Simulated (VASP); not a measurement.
# LiTa4O (P6/mmm) in VASP: relaxation of cell and atoms with PBE

Aim: the relaxation of cell and atoms of LiTa4O with PBE.

Everything below comes from runs of VASP 6.6.1. Logs are shortened: lines on timing, memory, paths and dates and some standing lists are left out, and cuts for length are marked.

## Step 1: The cell of the first run

The structure is hexagonal, space group P6/mmm (No. 191). The conventional cell has a = 3.426 Å, b = 3.426 Å, c = 7.123 Å, α = 90.00°, β = 90.00°, γ = 120.00°. Within 3.6 Å of Li (site symmetry 6/mmm) lie 12 Ta at 2.63 Å and 6 Li at 3.43 Å and 2 O at 3.56 Å. Within 2.7 Å of Ta (site symmetry 3m) lie 3 Ta at 1.98 Å and 3 Li at 2.63 Å and 3 O at 2.69 Å. Within 3.6 Å of O (site symmetry 6/mmm) lie 12 Ta at 2.69 Å and 6 O at 3.43 Å and 2 Li at 3.56 Å.

The cell was generated, and may not be a known phase.

## Step 2: Relaxation of cell and atoms, PBE

INCAR reads:

```
PREC = Accurate
ENCUT = 880
EDIFF = 1E-7
ISMEAR = 0
SIGMA = 0.1
LREAL = F
LASPH = T
NELM = 120
ALGO = Normal
ISIF = 3
LWAVE = F
LCHARG = F
GGA = PE
IBRION = 2
NSW = 90
EDIFFG = -0.04
GGA_COMPAT = F
NELMIN = 4
```

KPOINTS reads:

```
regular mesh
0
Gamma
  6 6 4
```

POSCAR reads:

```
LiTa4O
1.0
    3.4264166200      0.0000000000      0.0000000000
   -1.7132083100      2.9673638400      0.0000000000
    0.0000000000      0.0000000000      7.1228368200
Li Ta O
1 4 1
Direct
    0.0000000000      0.0000000000      0.5000000000
    0.3333333300      0.6666666700      0.7432699200
    0.3333333300      0.6666666700      0.2567300800
    0.6666666700      0.3333333300      0.7432699200
    0.6666666700      0.3333333300      0.2567300800
    0.0000000000      0.0000000000      0.0000000000
```

Potentials or basis: VASP PAW PBE potentials, release 64 (Li_sv, Ta_sv_GW, O).

Started as:

```
$ cat potpaw_PBE.64/Li_sv/POTCAR potpaw_PBE.64/Ta_sv_GW/POTCAR potpaw_PBE.64/O/POTCAR > POTCAR
$ mpirun -np 1 vasp_std > vasp.out
```

OUTCAR:

```text
PREC = Accurate
   ENCUT = 880
   EDIFF = 1E-7
   ISMEAR = 0
   LREAL = F
   LASPH = T
   NELM = 120
   ISIF = 3
   GGA = PE
   IBRION = 2
   NSW = 90
   EDIFFG = -0.04
   NELMIN = 4

 ion  position               nearest neighbor table
   1  0.000  0.000  0.500-   2 2.63   3 2.63   4 2.63   5 2.63   4 2.63   5 2.63   2 2.63   3 2.63
                             4 2.63   5 2.63   2 2.63   3 2.63
   2  0.333  0.667  0.743-   4 1.98   4 1.98   4 1.98   1 2.63   1 2.63   1 2.63
   3  0.333  0.667  0.257-   5 1.98   5 1.98   5 1.98   1 2.63   1 2.63   1 2.63
   4  0.667  0.333  0.743-   2 1.98   2 1.98   2 1.98   1 2.63   1 2.63   1 2.63
   5  0.667  0.333  0.257-   3 1.98   3 1.98   3 1.98   1 2.63   1 2.63   1 2.63
   6  0.000  0.000  0.000-

  LATTYP: Found a hexagonal cell.
 ALAT       =     3.4264166200
 C/A-ratio  =     2.0788005692

  Lattice vectors:

 A1 = (   3.4264166200,   0.0000000000,   0.0000000000)
 A2 = (  -1.7132083100,   2.9673638400,   0.0000000000)
 A3 = (   0.0000000000,   0.0000000000,   7.1228368200)

Analysis of symmetry for initial positions (statically):
=====================================================================
 Subroutine PRICEL returns:
 Original cell was already a primitive cell.

 Routine SETGRP: Setting up the symmetry group for a
 hexagonal supercell.

 Subroutine GETGRP returns: Found 24 space group operations
 (whereof 24 operations were pure point group operations)
 out of a pool of 24 trial point group operations.

The static configuration has the point symmetry D_6h.

Analysis of symmetry for dynamics (positions and initial velocities):
=====================================================================
 Subroutine PRICEL returns:
 Original cell was already a primitive cell.

 Routine SETGRP: Setting up the symmetry group for a
 hexagonal supercell.

 Subroutine GETGRP returns: Found 24 space group operations
 (whereof 24 operations were pure point group operations)
 out of a pool of 24 trial point group operations.

The dynamic configuration has the point symmetry D_6h.

 Subroutine INISYM returns: Found 24 space group operations
 (whereof 24 operations are pure point group operations),
 and found     1 'primitive' translations

----------------------------------------------------------------------------------------

                                     Primitive cell

  volume of cell :      72.4209

  direct lattice vectors                    reciprocal lattice vectors
     3.426416620  0.000000000  0.000000000     0.291850090  0.168499728  0.000000000
    -1.713208310  2.967363840  0.000000000     0.000000000  0.336999456  0.000000000
     0.000000000  0.000000000  7.122836820     0.000000000  0.000000000  0.140393501

  length of vectors
     3.426416620  3.426416623  7.122836820     0.336999456  0.336999456  0.140393501

  position of ions in fractional coordinates (direct lattice)
     0.000000000  0.000000000  0.500000000
     0.333333330  0.666666670  0.743269920
     0.333333330  0.666666670  0.256730080
     0.666666670  0.333333330  0.743269920
     0.666666670  0.333333330  0.256730080
     0.000000000  0.000000000  0.000000000

  ion indices of the primitive-cell ions
   primitive index   ion index
                 1           1
                 2           2
                 3           3
                 4           4
                 5           5
                 6           6

----------------------------------------------------------------------------------------

 KPOINTS: regular mesh

Automatic generation of k-mesh.
 Grid dimensions read from file:
 generate k-points for:    6    6    4

 Generating k-lattice:

  Cartesian coordinates                     Fractional coordinates (reciprocal lattice)
     0.048641682  0.028083288  0.000000000     0.166666667  0.000000000  0.000000000
     0.000000000  0.056166576  0.000000000     0.000000000  0.166666667  0.000000000
     0.000000000  0.000000000  0.035098375     0.000000000  0.000000000  0.250000000

  Length of vectors
     0.056166576  0.056166576  0.035098375

  Shift w.r.t. Gamma in fractional coordinates (k-lattice)
     0.000000000  0.000000000  0.000000000

 Subroutine IBZKPT returns following result:
 ===========================================

 Found     21 irreducible k-points:

 Following reciprocal coordinates:
            Coordinates               Weight
  0.000000  0.000000  0.000000      1.000000
  0.166667  0.000000  0.000000      6.000000
  0.333333  0.000000  0.000000      6.000000
  0.500000  0.000000  0.000000      3.000000
  0.166667  0.166667  0.000000      6.000000
  0.333333  0.166667  0.000000     12.000000
[... 13 lines left out ...]
  0.333333  0.166667  0.500000     12.000000
  0.333333  0.333333  0.500000      2.000000
   k-points           NKPTS =     21   k-points in BZ     NKDIM =     21   number of bands    NBANDS=     36
   number of dos      NEDOS =    301   number of ions     NIONS =      6
   total plane-waves  NPLWV =  90720
   dimension x,y,z NGX =    36 NGY =   36 NGZ =   70
   dimension x,y,z NGXF=    72 NGYF=   72 NGZF=  140
   ions per type =               1   4   1
   NGX,Y,Z   is equivalent  to a cutoff of  17.47, 17.47, 16.34 a.u.
   NGXF,Y,Z  is equivalent  to a cutoff of  34.93, 34.93, 32.68 a.u.
 SYSTEM =  unknown system
   PREC   = accura    normal or accurate (medium, high low for compatibility)
   ISTART =      0    job   : 0-new  1-cont  2-samecut
   ICHARG =      2    charge: 1-file 2-atom 10-const
   ISPIN  =      1    spin polarized calculation?
   LNONCOLLINEAR =      F non collinear calculations
   LSORBIT =      F    spin-orbit coupling
   LASPH  =      T    aspherical Exc in radial PAW
   ENCUT  =  880.0 eV  64.68 Ry    8.04 a.u.   8.29  8.29 17.23*2*pi/ulx,y,z
   NELM   =    120;   NELMIN=  4; NELMDL= -5     # of ELM steps
   EDIFF  = 0.1E-06   stopping-criterion for ELM
   LREAL  =      F    real-space projection
   EDIFFG = -.4E-01   stopping-criterion for IOM
   NSW    =     90    number of steps for IOM
   IBRION =      2    ionic relax: 0-MD 1-quasi-New 2-CG
   NFREE  =      1    steps in history (QN), initial steepest desc. (CG)
   ISIF   =      3    stress and relaxation
   ISYM   =      2    0-nonsym 1-usesym 2-fastsym
   POTIM  = 0.5000    time-step for ionic-motion
   TEBEG  =    0.0;   TEEND  =   0.0 temperature during run
   PSTRESS=    0.0 pullay stress
   NELECT =      61.0000    total number of electrons
   NUPDOWN=      -1.0000    fix difference up-down
   EMIN   =  10.00;   EMAX   =-10.00  energy-range for DOS
   EFERMI =   0.00;   METHOD = LEGACY
   ISMEAR =     0;   SIGMA  =   0.10  broadening in eV -4-tet -1-fermi 0-gaus
   EFERMI_NEDOS =   21; number of points for ismear=-14 and -15
   IALGO  =     38    algorithm
   IMIX   =      4    mixing-type and parameters
     AMIX     =   0.40;   BMIX     =  1.00
     AMIX_MAG =   1.60;   BMIX_MAG =  1.00
  volume/ion in A,a.u.               =      12.07        81.45
  Fermi-wavevector in a.u.,A,eV,Ry     =   1.546073  2.921655 32.522592  2.390343
  Thomas-Fermi vector in A             =   2.651362
   LORBIT       =      0    0 simple, 1 ext, 2 COOP (PROOUT), +10 PAW based schemes
   GGA     = PE    functional components
   LHFCALC =     F    Hartree Fock is set to
   AEXX    =    0.0000 exact exchange contribution
   IVDW    =     0    specifies the selected vdW correction
   LEPSILON=     F    determine dielectric tensor
   LRPA    =     F    only Hartree local field effects (RPA)
 conjugate gradient relaxation of ions
 non-spin polarized calculation
 Gauss-broadening in eV      SIGMA  =   0.10
  energy-cutoff  :      880.00
  volume of cell :       72.42
 maximum number of plane-waves:      4338
 NGX is ok and might be reduce to    36
   NGX = 17   NGY = 17   NGZ = 35

--------------------------------------- Ionic step        1  -------------------------------------------

 number of electron      60.9999998 magnetization

 Free energy of the ion-electron system (eV)
  ---------------------------------------------------
  ext. energy  EPLUGINS =         0.00000000
  ---------------------------------------------------
  free energy    TOTEN  =       -33.08331559 eV

  energy without entropy =      -33.06441747  energy(sigma->0) =      -33.07386653

------------------------ aborting loop because EDIFF is reached ----------------------------------------

  FORCE on cell =-STRESS in cart. coord.  units (eV):
  Direction    XX          YY          ZZ          XY          YZ          ZX
  --------------------------------------------------------------------------------------
  -------------------------------------------------------------------------------------
  Total      112.4228272    112.4228275      3.9346973      0.0000000      0.0000000     -0.0000000
  in kB     2487.1450962   2487.1451014     87.0478285      0.0000000      0.0000000     -0.0000000
  external PRESSURE =    1687.1126754 kB  Pullay stress =       0.0000000 kB
[... 27 lines left out ...]
--------------------------------------- Ionic step        2  -------------------------------------------

 number of electron      60.9999990 magnetization

 E-fermi :   0.5783     XC(G=0):  -7.4797

 val. band max:        0.5776494939   @ k =   0.1667   0.0000   0.5000
 cond. band min:       0.5843316902   @ k =   0.3333   0.3333   0.2500
 fundamental gap:      0.0066821963
 Fermi energy:         0.5783466195

 k-point     1 :       0.0000    0.0000    0.0000
  band No.  band energies     occupation
      1     -68.8053      2.00000
      2     -68.8049      2.00000
      3     -68.7973      2.00000
      4     -68.7898      2.00000
      5     -47.8614      2.00000
      6     -35.1675      2.00000
[... 881 lines left out ...]
  FREE ENERGIE OF THE ION-ELECTRON SYSTEM (eV)
  ---------------------------------------------------
  free  energy   TOTEN  =       -54.6241515910 eV

  energy  without entropy=      -54.5988126392  energy(sigma->0) =      -54.61148212

 E-fermi :  13.5858     XC(G=0): -13.7652

 val. band max:       13.5660080350   @ k =   0.1667   0.1667   0.0000
 cond. band min:      13.6823700179   @ k =   0.1667   0.0000   0.5000
 fundamental gap:      0.1163619829
 Fermi energy:        13.5857860509

 k-point     1 :       0.0000    0.0000    0.0000
  band No.  band energies     occupation
      1     -59.0895      2.00000
      2     -58.9508      2.00000
      3     -52.0702      2.00000
      4     -51.9344      2.00000
      5     -33.0365      2.00000
      6     -32.8339      2.00000
[... 808 lines left out ...]
     35      15.4512      0.00000
     36      15.4512      0.00000

[... ionic steps 4 to 14 ...]

--------------------------------------- Ionic step       15  -------------------------------------------

 number of electron      60.9999988 magnetization

------------------------ aborting loop because EDIFF is reached ----------------------------------------
[... 75 lines left out ...]
--------------------------------------- Ionic step       17  -------------------------------------------

 number of electron      60.9999987 magnetization

 Free energy of the ion-electron system (eV)
  ---------------------------------------------------
  ext. energy  EPLUGINS =         0.00000000
  ---------------------------------------------------
  free energy    TOTEN  =       -59.31604515 eV

  energy without entropy =      -59.28408088  energy(sigma->0) =      -59.30006302

 E-fermi :   7.6523     XC(G=0): -11.6944

 val. band max:        7.6196013183   @ k =   0.5000   0.0000   0.5000
 cond. band min:       7.6600998848   @ k =   0.5000   0.0000   0.0000
 fundamental gap:      0.0404985665
 Fermi energy:         7.6523381317

 k-point     1 :       0.0000    0.0000    0.0000
  band No.  band energies     occupation
      1     -59.8499      2.00000
      2     -59.7372      2.00000
      3     -59.6999      2.00000
      4     -59.5915      2.00000
      5     -37.3478      2.00000
      6     -27.1303      2.00000
[... 841 lines left out ...]
  FREE ENERGIE OF THE ION-ELECTRON SYSTEM (eV)
  ---------------------------------------------------
  free  energy   TOTEN  =       -59.3160451518 eV

  energy  without entropy=      -59.2840808805  energy(sigma->0) =      -59.30006302

 reached required accuracy - stopping structural energy minimisation
```

Wall time 37 min (1 thread of Intel Xeon Platinum 8559C (Emerald Rapids), shared host); peak memory 0.41 GiB.

What came out:

```
Free energy                           : -59.3160 eV
Relaxed volume                        : 16.97 Å³/atom
Relaxed cell                          : a = 4.682 Å, b = 4.682 Å, c = 5.365 Å, α = 90.00°, β = 90.00°, γ = 120.00°
Space group after relaxing (to 0.1 Å) : P6/mmm (No. 191)
Pressure after relaxing               : -0.2 GPa
Largest force after relaxing          : 0.016 eV/Å
Band gap on the k mesh                : zero (an odd number of electrons rules out a gap without spin polarisation)
```

Forces in eV/Å, atoms in the order of the input:
```
Li   0.000  0.000  0.000
Ta   0.000  0.000 -0.016
Ta   0.000  0.000  0.016
Ta   0.000  0.000 -0.016
Ta   0.000  0.000  0.016
O    0.000  0.000  0.000
```

Final structure:
```
Li Ta O
1.0
     4.68187    0.00000    0.00000
    -2.34094    4.05462    0.00000
     0.00000    0.00000    5.36506
Li Ta O
1 4 1
Cartesian
  0.0000 0.0000 2.6825
  0.0000 2.7031 4.0046
  0.0000 2.7031 1.3604
  2.3409 1.3515 4.0046
  2.3409 1.3515 1.3604
  0.0000 0.0000 0.0000
```

Levels at points of the mesh, in eV from the Fermi level:
| k point | band 27 | band 28 | band 29 | band 30 | band 31 | band 32 | band 33 | band 34 |
| --- | --- | --- | --- | --- | --- | --- | --- | --- |
| (0.00, 0.00, 0.00) | -0.50 | -0.50 | -0.30 | 0.06 | 0.06 | 1.38 | 1.68 | 1.68 |
| (0.50, 0.00, 0.00) | -1.61 | -0.82 | -0.74 | -0.45 | 0.01 | 0.05 | 0.40 | 1.78 |
| (0.00, 0.00, 0.50) | -0.97 | -0.75 | -0.75 | -0.55 | 0.05 | 1.49 | 1.49 | 1.68 |
| (0.50, 0.00, 0.50) | -1.00 | -0.79 | -0.74 | -0.03 | 0.11 | 0.37 | 1.10 | 1.36 |

Caveat: the volume moved by over 15 % at a fixed basis, so the end points are rough; spin-orbit coupling is left out, which moves the levels of the heavy elements.

The gap in the log of VASP goes by the Fermi energy; the results here count the filled bands.